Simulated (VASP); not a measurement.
# Pb (Fm-3m) in VASP: a series of runs, part 2 of 2

VASP 6.6.1.

### 3 Single point, PBE

Contents of INCAR:

```
SYSTEM = Pb
PREC = Accurate
ENCUT = 520
EDIFF = 1E-7
ISMEAR = -1
SIGMA = 0.05
LREAL = .FALSE.
LASPH = .TRUE.
NELM = 80
ALGO = Normal
ISIF = 2
LWAVE = .FALSE.
LCHARG = .TRUE.
GGA = PE
LELF = .TRUE.
LVHAR = .TRUE.
NBANDS = 13
```

Contents of KPOINTS:

```
Automatic mesh
0
G
  12 12 12
  0 0 0
```

Contents of POSCAR:

```
Pb
1.0
    0.0000000000      2.4698000000      2.4698000000
    2.4698000000      0.0000000000      2.4698000000
    2.4698000000      2.4698000000      0.0000000000
Pb
1
Direct
    0.0000000000      0.0000000000      0.0000000000
```

Potentials or basis: VASP PAW PBE potentials, release 64 (Pb_d).

Command:

```
$ cat potpaw_PBE.64/Pb_d/POTCAR > POTCAR
$ mpirun -np 1 vasp_std > vasp.out
```

OUTCAR:

```text
SYSTEM = Pb
   PREC = Accurate
   ENCUT = 520
   EDIFF = 1E-7
   ISMEAR = -1
   LREAL = .FALSE.
   LASPH = .TRUE.
   NELM = 80
   ISIF = 2
   GGA = PE

 ion  position               nearest neighbor table
   1  0.000  0.000  0.000-

  LATTYP: Found a face centered cubic cell.
 ALAT       =     4.9396000000

  Lattice vectors:

 A1 = (   0.0000000000,   2.4698000000,   2.4698000000)
 A2 = (   2.4698000000,   0.0000000000,   2.4698000000)
 A3 = (   2.4698000000,   2.4698000000,   0.0000000000)

Analysis of symmetry for initial positions (statically):
=====================================================================
 Subroutine PRICEL returns:
 Original cell was already a primitive cell.

 Routine SETGRP: Setting up the symmetry group for a
 face centered cubic supercell.

 Subroutine GETGRP returns: Found 48 space group operations
 (whereof 48 operations were pure point group operations)
 out of a pool of 48 trial point group operations.

The static configuration has the point symmetry O_h .

Analysis of symmetry for dynamics (positions and initial velocities):
=====================================================================
 Subroutine PRICEL returns:
 Original cell was already a primitive cell.

 Routine SETGRP: Setting up the symmetry group for a
 face centered cubic supercell.

 Subroutine GETGRP returns: Found 48 space group operations
 (whereof 48 operations were pure point group operations)
 out of a pool of 48 trial point group operations.

The dynamic configuration has the point symmetry O_h .

 Subroutine INISYM returns: Found 48 space group operations
 (whereof 48 operations are pure point group operations),
 and found     1 'primitive' translations

----------------------------------------------------------------------------------------

                                     Primitive cell

  volume of cell :      30.1311

  direct lattice vectors                    reciprocal lattice vectors
     0.000000000  2.469800000  2.469800000    -0.202445542  0.202445542  0.202445542
     2.469800000  0.000000000  2.469800000     0.202445542 -0.202445542  0.202445542
     2.469800000  2.469800000  0.000000000     0.202445542  0.202445542 -0.202445542

  length of vectors
     3.492824656  3.492824656  3.492824656     0.350645965  0.350645965  0.350645965

  position of ions in fractional coordinates (direct lattice)
     0.000000000  0.000000000  0.000000000

  ion indices of the primitive-cell ions
   primitive index   ion index
                 1           1

----------------------------------------------------------------------------------------

 KPOINTS: Automatic mesh

Automatic generation of k-mesh.
 Grid dimensions read from file:
 generate k-points for:   12   12   12

 Generating k-lattice:

  Cartesian coordinates                     Fractional coordinates (reciprocal lattice)
    -0.016870462  0.016870462  0.016870462     0.083333333  0.000000000  0.000000000
     0.016870462 -0.016870462  0.016870462     0.000000000  0.083333333  0.000000000
     0.016870462  0.016870462 -0.016870462     0.000000000  0.000000000  0.083333333

  Length of vectors
     0.029220497  0.029220497  0.029220497

  Shift w.r.t. Gamma in fractional coordinates (k-lattice)
     0.000000000  0.000000000  0.000000000

 Subroutine IBZKPT returns following result:
 ===========================================

 Found     72 irreducible k-points:

 Following reciprocal coordinates:
            Coordinates               Weight
  0.000000  0.000000  0.000000      1.000000
  0.083333  0.000000  0.000000      8.000000
  0.166667  0.000000  0.000000      8.000000
  0.250000  0.000000  0.000000      8.000000
  0.333333  0.000000  0.000000      8.000000
  0.416667  0.000000  0.000000      8.000000
[... 16 lines left out ...]
  0.500000  0.166667  0.000000     24.000000
 -0.416667  0.166667  0.000000     24.000000
 [... further k-points ...]
   k-points           NKPTS =     72   k-points in BZ     NKDIM =     72   number of bands    NBANDS=     13
   number of dos      NEDOS =    301   number of ions     NIONS =      1
   total plane-waves  NPLWV =  21952
   dimension x,y,z NGX =    28 NGY =   28 NGZ =   28
   dimension x,y,z NGXF=    56 NGYF=   56 NGZF=   56
   ions per type =               1
   NGX,Y,Z   is equivalent  to a cutoff of  13.33, 13.33, 13.33 a.u.
   NGXF,Y,Z  is equivalent  to a cutoff of  26.65, 26.65, 26.65 a.u.
 SYSTEM =  Pb
   PREC   = accura    normal or accurate (medium, high low for compatibility)
   ISTART =      0    job   : 0-new  1-cont  2-samecut
   ICHARG =      2    charge: 1-file 2-atom 10-const
   ISPIN  =      1    spin polarized calculation?
   LNONCOLLINEAR =      F non collinear calculations
   LSORBIT =      F    spin-orbit coupling
   LASPH  =      T    aspherical Exc in radial PAW
   ENCUT  =  520.0 eV  38.22 Ry    6.18 a.u.   6.49  6.49  6.49*2*pi/ulx,y,z
   NELM   =     80;   NELMIN=  2; NELMDL= -5     # of ELM steps
   EDIFF  = 0.1E-06   stopping-criterion for ELM
   LREAL  =      F    real-space projection
   EDIFFG = 0.1E-05   stopping-criterion for IOM
   NSW    =      0    number of steps for IOM
   IBRION =     -1    ionic relax: 0-MD 1-quasi-New 2-CG
   NFREE  =      0    steps in history (QN), initial steepest desc. (CG)
   ISIF   =      2    stress and relaxation
   ISYM   =      2    0-nonsym 1-usesym 2-fastsym
   POTIM  = 0.5000    time-step for ionic-motion
   TEBEG  =    0.0;   TEEND  =   0.0 temperature during run
   PSTRESS=    0.0 pullay stress
   NELECT =      14.0000    total number of electrons
   NUPDOWN=      -1.0000    fix difference up-down
   EMIN   =  10.00;   EMAX   =-10.00  energy-range for DOS
   EFERMI =   0.00;   METHOD = LEGACY
   ISMEAR =    -1;   SIGMA  =   0.05  broadening in eV -4-tet -1-fermi 0-gaus
   EFERMI_NEDOS =   21; number of points for ismear=-14 and -15
   IALGO  =     38    algorithm
   IMIX   =      4    mixing-type and parameters
     AMIX     =   0.40;   BMIX     =  1.00
     AMIX_MAG =   1.60;   BMIX_MAG =  1.00
  volume/ion in A,a.u.               =      30.13       203.33
  Fermi-wavevector in a.u.,A,eV,Ry     =   1.267980  2.396135 21.875082  1.607773
  Thomas-Fermi vector in A             =   2.401099
   LORBIT       =      0    0 simple, 1 ext, 2 COOP (PROOUT), +10 PAW based schemes
   GGA     = PE    functional components
   LHFCALC =     F    Hartree Fock is set to
   AEXX    =    0.0000 exact exchange contribution
   IVDW    =     0    specifies the selected vdW correction
   LEPSILON=     F    determine dielectric tensor
   LRPA    =     F    only Hartree local field effects (RPA)
 non-spin polarized calculation
  energy-cutoff  :      520.00
  volume of cell :       30.13
 maximum number of plane-waves:       869
 NGX is ok and might be reduce to    28
   NGX = 13   NGY = 13   NGZ = 13

 number of electron      13.9999999 magnetization

 Free energy of the ion-electron system (eV)
  ---------------------------------------------------
  ext. energy  EPLUGINS =         0.00000000
  ---------------------------------------------------
  free energy    TOTEN  =        -3.53797373 eV

  energy without entropy =       -3.52875102  energy(sigma->0) =       -3.53336238

 E-fermi :   7.3966     XC(G=0): -10.2139

 val. band max:        7.3946021726   @ k =  -0.2500   0.0833   0.0000
 cond. band min:       7.4531144233   @ k =  -0.4167   0.4167   0.0833
 fundamental gap:      0.0585122507
 Fermi energy:         7.3965705879

 k-point     1 :       0.0000    0.0000    0.0000
  band No.  band energies     occupation
      1      -9.7185      2.00000
      2      -9.7185      2.00000
      3      -9.7185      2.00000
      4      -9.5758      2.00000
      5      -9.5758      2.00000
      6      -4.4423      2.00000
      7      14.8236      0.00000
      8      14.8236      0.00000
      9      14.8236      0.00000
     10      17.1215      0.00000
     11      18.7763      0.00000
     12      19.8862      0.00000
     13      19.8862      0.00000
[... 353 lines left out ...]
 k-point    24 :      -0.4167    0.1667    0.0000
  band No.  band energies     occupation
      1      -9.7390      2.00000
      2      -9.6818      2.00000
      3      -9.6462      2.00000
      4      -9.4928      2.00000
      5      -9.4565      2.00000
      6      -0.4940      2.00000
      7       3.7795      2.00000
      8       9.5961      0.00000
      9      12.1350      0.00000
     10      15.2044      0.00000
     11      19.3034      0.00000
     12      20.0903      0.00000
     13      22.5116      0.00000

 [... further k-points ...]

------------------------ aborting loop because EDIFF is reached ----------------------------------------

  FORCE on cell =-STRESS in cart. coord.  units (eV):
  Direction    XX          YY          ZZ          XY          YZ          ZX
  --------------------------------------------------------------------------------------
  -------------------------------------------------------------------------------------
  Total        0.5530806      0.5530806      0.5530806     -0.0000000      0.0000000     -0.0000000
  in kB       29.4092289     29.4092289     29.4092289     -0.0000000      0.0000000     -0.0000000
  external PRESSURE =      29.4092289 kB  Pullay stress =       0.0000000 kB

 VOLUME and BASIS-vectors are now :
 -----------------------------------------------------------------------------
  energy-cutoff  :      520.00
  volume of cell :       30.13
      direct lattice vectors                 reciprocal lattice vectors
     0.000000000  2.469800000  2.469800000    -0.202445542  0.202445542  0.202445542
     2.469800000  0.000000000  2.469800000     0.202445542 -0.202445542  0.202445542
     2.469800000  2.469800000  0.000000000     0.202445542  0.202445542 -0.202445542

 POSITION                                       TOTAL-FORCE (eV/Angst)
 -----------------------------------------------------------------------------------
      0.00000      0.00000      0.00000        -0.000000      0.000000     -0.000000
 -----------------------------------------------------------------------------------
    total drift:                               -0.000000     -0.000000     -0.000000

  FREE ENERGIE OF THE ION-ELECTRON SYSTEM (eV)
  ---------------------------------------------------
  free  energy   TOTEN  =        -3.5379737286 eV

  energy  without entropy=       -3.5287510248  energy(sigma->0) =       -3.53336238
```

OSZICAR:

```text
N       E                     dE             d eps       ncg     rms          rms(c)
DAV:   1     0.105764079345E+03    0.10576E+03   -0.71725E+03  1907   0.128E+03
DAV:   2     0.146651978364E+01   -0.10430E+03   -0.10094E+03  1937   0.315E+02
DAV:   3    -0.343144837286E+01   -0.48980E+01   -0.48802E+01  2353   0.718E+01
DAV:   4    -0.354432801364E+01   -0.11288E+00   -0.11283E+00  2316   0.117E+01
DAV:   5    -0.354948357050E+01   -0.51556E-02   -0.51552E-02  2599   0.228E+00    0.530E-01
DAV:   6    -0.354027669606E+01    0.92069E-02   -0.12599E-02  2422   0.199E+00    0.262E-01
DAV:   7    -0.353804349005E+01    0.22332E-02   -0.54234E-03  2422   0.122E+00    0.863E-02
DAV:   8    -0.353797757894E+01    0.65911E-04   -0.39504E-04  2580   0.315E-01    0.948E-03
DAV:   9    -0.353797491677E+01    0.26622E-05   -0.88646E-06  2635   0.507E-02    0.480E-03
DAV:  10    -0.353797370425E+01    0.12125E-05   -0.73386E-07  2252   0.755E-03    0.270E-04
DAV:  11    -0.353797372860E+01   -0.24351E-07   -0.19275E-08  1576   0.202E-03
   1 F= -.35379737E+01 E0= -.35333624E+01  d E =-.922270E-02
```

stdout:

```text
POSCAR found type information on POSCAR Pb
 POSCAR found :  1 types and       1 ions
 scaLAPACK will be used
 LDA part: xc-table for (Slater+PW92), standard interpolation
 POSCAR, INCAR and KPOINTS ok, starting setup
 FFT: planning ... GRIDC
 FFT: planning ... GRID_SOFT
 FFT: planning ... GRID
 WAVECAR not read
 entering main loop
```

Wall time 12 s (1 thread of Intel Xeon 6975P-C (Granite Rapids), shared host); peak memory 0.17 GiB.

What came out:

```
Free energy            : -3.5380 eV
Pressure               : 2.9 GPa
Band gap on the k mesh : zero (band 7 reaches 14.82 eV, above the bottom of band 8 at 5.80 eV)
```

Caveat: spin-orbit coupling is left out, which moves the levels of the heavy elements.
